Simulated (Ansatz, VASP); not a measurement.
## Be2Hg in VASP and in Ansatz

```
Be Hg
1.0
     1.40969    0.81388    5.45811
    -1.40969    0.81388    5.45811
     0.00000   -1.62777    5.45811
Be Hg
2 1
Cartesian
  0.0000 0.0000 12.2545
  0.0000 0.0000 9.5773
  0.0000 0.0000 0.0000
```

Alike in both runs: task relaxation of cell and atoms; functional PBE; k mesh 6 × 6 × 6; occupations gaussian, width 0.1 eV; no spin polarisation.

|  | VASP | Ansatz |
| --- | --- | --- |
| version | VASP 6.6.1 | Ansatz 0.2.0 |
| potentials or method | VASP PAW PBE potentials, release 64 (Be, Hg), cutoff 600 eV | scalar-relativistic, plane waves, PAW |
| valence electrons in the cell | 16 | 24 |

Ansatz gave:

| Quantity | Value |
| --- | --- |
| gap on the k mesh at the Fermi level, each at its own relaxed structure (eV) | none |
| relaxed volume (Å³/atom) | 14.03 |
| relaxed length of the cell vector where the two differ most in proportion (Å) | 6.179 |

Question: What did VASP give for the same quantities?

Answer: gap on the k mesh at the Fermi level, each at its own relaxed structure (eV): none; relaxed volume (Å³/atom): 14.11; relaxed length of the cell vector where the two differ most in proportion (Å): 6.171.

A gap of «none» marks a metal or a gap that the smearing closes. VASP's potentials hold 16 valence electrons a cell and Ansatz's 24, so a difference there can come from the potentials and not from the codes.

The k mesh is coarse, so the values compare programs but aren't converged. Spin-orbit coupling is off throughout.
